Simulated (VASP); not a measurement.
Runs of VASP 6.6.1 on LiF. The structure is cubic, space group Pm-3m (No. 221). The conventional cell has a = 2.560 Å, b = 2.560 Å, c = 2.560 Å, α = 90.00°, β = 90.00°, γ = 90.00°. Li (site symmetry m-3m) has 8 F at 2.22 Å and 6 Li at 2.56 Å within 2.9 Å. Within 2.9 Å of F (site symmetry m-3m) lie 8 Li at 2.22 Å and 6 F at 2.56 Å. 

```tsv
k mesh	gap on the mesh (eV)
5 × 5 × 5	7.36
3 × 3 × 3	7.42
9 × 9 × 9	7.32
7 × 7 × 7	(a)
```

Alike in all rows: task single point; level LDA; potentials or basis VASP PAW LDA potentials, release 64 (Li_sv, F); no spin polarisation; cell as given; cutoff (eV) 520; smearing gaussian 0.01 eV.

Q: Estimate the missing entries.

A: (a) 7.33.

Caveats: some runs use coarse meshes.

A k mesh can miss the band edges.
